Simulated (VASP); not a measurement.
A run of VASP 6.6.1 is set up as follows.

INCAR

```
PREC = Accurate ; ENCUT = 520
EDIFF = 1E-7 ; ISMEAR = 0
SIGMA = 0.15 ; LREAL = F
LASPH = T ; NELM = 80
ALGO = Fast ; ISIF = 2
LWAVE = F ; LCHARG = F
GGA = PS ; NBANDS = 13
```

File KPOINTS:

```
Automatic mesh
0
Gamma
  22 22 22
```

File POSCAR:

```
AlCo
1.0
    2.9707712763      0.0000000000      0.0000000000
    0.0000000000      2.9707712763      0.0000000000
    0.0000000000      0.0000000000      2.8225855357
Al Co
1 1
Direct
    0.0000000000      0.0000000000      0.0000000000
    0.5000000000      0.5000000000      0.5000000000
```

Potentials or basis: VASP PAW PBE potentials, release 64 (Al, Co).

Launch:

```bash
$ cat potpaw_PBE.64/Al/POTCAR potpaw_PBE.64/Co/POTCAR > POTCAR
$ mpirun -np 1 vasp_std > vasp.out
```

Problem. Estimate the band gap on the k mesh.

Solution. Zero (band 6 reaches 11.83 eV, above the bottom of band 7 at 9.17 eV).

Problem. Predict the pressure.

Solution. -15.5 GPa.

Stress tensor (GPa, compression positive):
```
-18.08   0.00   0.00
  0.00 -18.08   0.00
  0.00   0.00 -10.26
```

Caveat: the cell differs from its parent crystal (strain +0.0525 x Voigt [1, 1, 0, 0, 0, 0]); the PAW data sets were made with another functional, which shifts forces and pressure a little. Spin polarisation is off, so any magnetic state and its effect on volume and gap are missing.
